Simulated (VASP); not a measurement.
# FeS2: dielectric tensor with PBE

Crystal: FeS2.

```
Fe S
1.0
     4.43081    0.00000    0.00000
     0.00000    5.40056    0.00000
     0.00000    0.00000    3.37924
Fe S
2 4
Cartesian
  2.2154 2.7003 1.6896
  0.0000 0.0000 0.0000
  1.3250 4.7408 1.6896
  3.1058 0.6597 1.6896
  0.8904 2.0406 0.0000
  3.5404 3.3600 0.0000
```

```
Program                : VASP 6.6.1
Task                   : dielectric tensor
Functional             : PBE
Potentials or basis    : VASP PAW PBE potentials, release 64 (Fe, S)
Cutoff                 : 520 eV
k mesh                 : 6 × 4 × 6
Occupations            : gaussian, width 0.01 eV
Spin                   : no spin polarisation
Dipole correction      : no
Further INCAR settings : ALGO = Normal; EDIFF = 1e-08
```

| Quantity | Value |
| --- | --- |
| Band gap on the k mesh | 0.90 eV (least direct gap 1.19 eV) |
| Electronic dielectric tensor (diagonal) | 21.47, 20.05, 18.62 |
| Born charges (mean of the diagonal) | Fe -4.17; S +2.08 e |

Levels at points of the mesh, in eV from the valence-band top:
| k point | band 17 | band 18 | band 19 | band 20 | band 21 | band 22 | band 23 | band 24 |
| --- | --- | --- | --- | --- | --- | --- | --- | --- |
| (0.00, 0.00, 0.00) | -0.95 | -0.73 | -0.70 | -0.49 | 1.28 | 1.45 | 2.86 | 3.12 |
| (0.50, 0.00, 0.00) | -0.64 | -0.64 | -0.06 | -0.06 | 1.78 | 1.78 | 2.01 | 2.01 |
| (0.00, 0.50, 0.00) | -0.79 | -0.79 | -0.31 | -0.31 | 1.18 | 1.18 | 2.47 | 2.47 |
| (0.50, 0.50, 0.00) | -1.08 | -1.08 | -0.87 | -0.87 | 1.40 | 1.40 | 1.94 | 1.94 |
| (0.00, 0.00, 0.50) | -0.89 | -0.89 | -0.37 | -0.37 | 1.50 | 1.50 | 1.71 | 1.71 |
| (0.50, 0.00, 0.50) | -0.74 | -0.74 | -0.30 | -0.30 | 1.55 | 1.55 | 2.08 | 2.08 |
| (0.00, 0.50, 0.50) | -1.39 | -1.39 | -0.34 | -0.34 | 0.90 | 0.90 | 2.18 | 2.18 |
| (0.50, 0.50, 0.50) | -0.59 | -0.59 | -0.32 | -0.32 | 1.72 | 1.72 | 2.12 | 2.12 |

Electronic dielectric tensor:
```
21.47  0.00  0.00
 0.00 20.05  0.00
 0.00  0.00 18.62
```

Born effective charge tensors (e):
atom 1, Fe
```
-4.15  0.79  0.00
 0.60 -4.91  0.00
 0.00  0.00 -3.44
```
atom 2, Fe
```
-4.15 -0.79  0.00
-0.60 -4.91  0.00
 0.00  0.00 -3.44
```
atom 3, S
```
2.07 0.36 0.00
0.39 2.45 0.00
0.00 0.00 1.72
```
atom 4, S
```
2.07 0.36 0.00
0.39 2.45 0.00
0.00 0.00 1.72
```
atom 5, S
```
 2.07 -0.36  0.00
-0.39  2.45  0.00
 0.00  0.00  1.72
```
atom 6, S
```
 2.07 -0.36  0.00
-0.39  2.45  0.00
 0.00  0.00  1.72
```

Run time: 17 min on 1 thread of AMD EPYC 7R13 Processor (Zen 3), on a shared host, peak memory 0.36 GiB.

A k mesh can miss the band edges. Spin polarisation is off, so any magnetic state and its effect on volume and gap are missing.
